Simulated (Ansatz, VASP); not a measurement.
**Ge: VASP beside Ansatz**

INCAR

```
ALGO = Normal
EDIFF = 1E-7
ENCUT = 520
GGA = PS
ISIF = 2
ISMEAR = 0
LASPH = True
LCHARG = True
LELF = True
LREAL = False
LVHAR = True
LWAVE = False
NBANDS = 21
NELM = 60
PREC = Accurate
SIGMA = 0.15
```

File KPOINTS:

```
k-points
0
Gamma
  20 20 20
```

File POSCAR:

```
Ge
1.0
   -2.6517244106      2.6517244106      1.3764514536
    2.6517244106     -2.6517244106      1.3764514536
    2.6517244106      2.6517244106     -1.3764514536
Ge
2
Direct
    0.2500000000      0.7500000000      0.5000000000
    0.5000000000      0.5000000000      0.0000000000
```

Input for Ansatz:

```yaml
crystal:
  lattice:
    - [-2.6517244106, 2.6517244106, 1.3764514536]
    - [2.6517244106, -2.6517244106, 1.3764514536]
    - [2.6517244106, 2.6517244106, -1.3764514536]
  atoms:
    - { symbol: Ge, position: [0.25, 0.75, 0.5] }
    - { symbol: Ge, position: [0.5, 0.5, 0.0] }
basis:
  ecutwfc: 420
kpoints:
  mp_grid: { grid: [20, 20, 20] }
hamiltonian:
  xc: pbesol
scf:
  occupations: { method: gaussian, width: 0.15 }
output:
  forces: true
  stress: true
  eigenvalues: true
```

Change from the starting cell: strain +0.030 along x and y, -0.015 along z, atoms carried along.

Alike in both runs: task single point; functional PBEsol; k mesh 20 × 20 × 20; occupations gaussian, width 0.15 eV; no spin polarisation.

|  | VASP | Ansatz |
| --- | --- | --- |
| version | VASP 6.6.1 | Ansatz 0.2.0 |
| potentials or method | VASP PAW PBE potentials, release 64 (Ge_d), cutoff 520 eV | scalar-relativistic, plane waves, PAW |
| valence electrons in the cell | 28 | 28 |

|  | VASP | Ansatz | Ansatz less VASP |
| --- | --- | --- | --- |
| gap on the k mesh at the Fermi level (eV) | none | none | - |
| pressure (GPa) | -3.6 | -3.6 | -0.02 |
| traceless stress, the component that is largest in VASP (GPa) | 2.78 | 2.77 | -0.011 |

VASP's potentials were made for PBE, not for PBEsol. A gap of «none» marks a metal or a gap that the smearing closes.
